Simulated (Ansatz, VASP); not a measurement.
One calculation of FePt5, two programs

```xyz
6
Lattice="2.7935 0.0000 0.0000 -1.3967 2.4192 0.0000 0.0000 0.0000 13.5894" Properties=species:S:1:pos:R:3 pbc="T T T"
Fe    0.0000    1.6128    6.7947
Pt    1.3967    0.8064    0.0000
Pt    1.3967    0.8064    4.5298
Pt    1.3967    0.8064    9.0596
Pt    0.0000    1.6128   11.3245
Pt    0.0000    1.6128    2.2649
```

Alike in both runs: task relaxation of cell and atoms; functional PBE; k mesh 6 × 6 × 2; occupations gaussian, width 0.1 eV; collinear spin.

```csv
,VASP,Ansatz
version,VASP 6.6.1,Ansatz 0.2.0
potentials or method,"VASP PAW PBE potentials, release 64 (Fe, Pt), cutoff 600 eV","scalar-relativistic, plane waves, PAW"
valence electrons in the cell,58,106
```

Ansatz gave:

```
gap on the k mesh at the Fermi level, each at its own relaxed structure (eV) : none
net moment per atom (μB)                                                     : 0.52
size of the moment on the site where the two differ most (μB)                : 2.98
relaxed volume (Å³/atom)                                                     : 15.17
relaxed cell length with the largest relative difference (Å)                 : 13.882
```

Question: What did VASP give for the same quantities?

Answer: gap on the k mesh at the Fermi level, each at its own relaxed structure (eV): none; net moment per atom (μB): 0.52; size of the moment on the site where the two differ most (μB): 2.94; relaxed volume (Å³/atom): 15.14; relaxed cell length with the largest relative difference (Å): 13.869.

Site moments also hang on the region over which each program counts them. A gap of «none» marks a metal or a gap that the smearing closes. VASP's potentials hold 58 valence electrons a cell and Ansatz's 106, so a difference there can come from the potentials and not from the codes.

The k mesh is coarse, so the values compare programs but aren't converged. Neither program's run includes spin-orbit coupling. Noted on VASP's run: too few bands were computed for a metal, which touches its energy and stress.
